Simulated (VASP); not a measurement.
The system is C.

```
C
1.0
     2.52210    0.00000    0.00000
    -1.26105    2.18420    0.00000
     0.00000    0.00000    8.23710
C
8
Direct
  0.66667 0.33333 0.84375
  0.33333 0.66667 0.34375
  0.66667 0.33333 0.65625
  0.33333 0.66667 0.15625
  0.00000 0.00000 0.90625
  0.00000 0.00000 0.40625
  0.00000 0.00000 0.59375
  0.00000 0.00000 0.09375
```

```yaml
Program: VASP 6.6.1
Task: relaxation of cell and atoms
Functional: r2SCAN
Dispersion: D3(BJ)
Potentials_or_basis: VASP PAW PBE potentials, release 64 (C)
Cutoff: 600 eV
k_mesh: 12 × 12 × 4
Occupations: fermi-dirac, width 0.05 eV
Spin: no spin polarisation
```

At the start: pressure -4.2 GPa; volume 5.67 Å³/atom.

Q: Where does the relaxation end?

A: Over 5 steps the energy falls by 3.4 meV/atom and the volume is 5.62 Å³/atom (-1.0 %); space group P6_3/mmc (No. 194, to 0.1 Å) before and after.

Step by step:
```
step  energy change (eV)  largest force (eV/Å)  pressure (GPa)  volume (Å³)
   1              0.0000                0.3605           -4.16        45.38
   2              0.0234                0.5826            5.90        44.41
   3             -0.0268                0.0380           -0.24        44.97
   4             -0.0268                0.0463            0.30        44.92
   5             -0.0270                0.0049            0.02        44.94
```

Final structure:
```yaml
crystal:
  lattice:
    - [2.50558, 0.00000, 0.00000]
    - [-1.25279, 2.16989, 0.00000]
    - [0.00000, 0.00000, 8.26634]
  atoms:
    - { symbol: C, position: [0.66667, 0.33333, 0.84449] }
    - { symbol: C, position: [0.33333, 0.66667, 0.34449] }
    - { symbol: C, position: [0.66667, 0.33333, 0.65551] }
    - { symbol: C, position: [0.33333, 0.66667, 0.15551] }
    - { symbol: C, position: [0.00000, 0.00000, 0.90706] }
    - { symbol: C, position: [0.00000, 0.00000, 0.40706] }
    - { symbol: C, position: [0.00000, 0.00000, 0.59294] }
    - { symbol: C, position: [0.00000, 0.00000, 0.09294] }
```

Caveat: the PAW data sets were made with another functional, which shifts forces and pressure a little.
